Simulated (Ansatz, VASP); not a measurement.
# BeTe in VASP and in Ansatz

```
Be Te
1.0
     0.00000    2.77741    2.77741
     2.77741    0.00000    2.77741
     2.77741    2.77741    0.00000
Be Te
1 1
Cartesian
  0.0000 0.0000 0.0000
  1.3887 1.3887 1.3887
```

Alike in both runs: functional LDA; k mesh 8 × 8 × 8; occupations gaussian, width 0.02 eV; no spin polarisation.

Ansatz relaxed the structure, and its values are those at the end. VASP's run is a single point on that final structure, the one shown.

|  | VASP | Ansatz |
| --- | --- | --- |
| version | VASP 6.6.1 | Ansatz 0.2.0 |
| potentials or method | VASP PAW LDA potentials, release 64 (Be, Te), cutoff 600 eV | scalar-relativistic, plane waves, PAW |
| valence electrons in the cell | 8 | 18 |

VASP gave:

```
gap on the k mesh at the Fermi level (eV) : 1.77
least direct gap on the mesh (eV)         : 3.55
pressure (GPa)                            : 0.3
```

**Question.** Which values does Ansatz return?

**Answer.** gap on the k mesh at the Fermi level (eV): 1.79; least direct gap on the mesh (eV): 3.59; pressure (GPa): 0.0.

Ansatz warns that its potentials were made for another functional, while VASP's fit it. LDA's correlation is that of Perdew and Zunger in VASP and of Perdew and Wang (1992) in Ansatz. VASP's potentials hold 8 valence electrons a cell and Ansatz's 18, so a difference there can come from the potentials and not from the codes.

Neither program's run includes spin-orbit coupling.
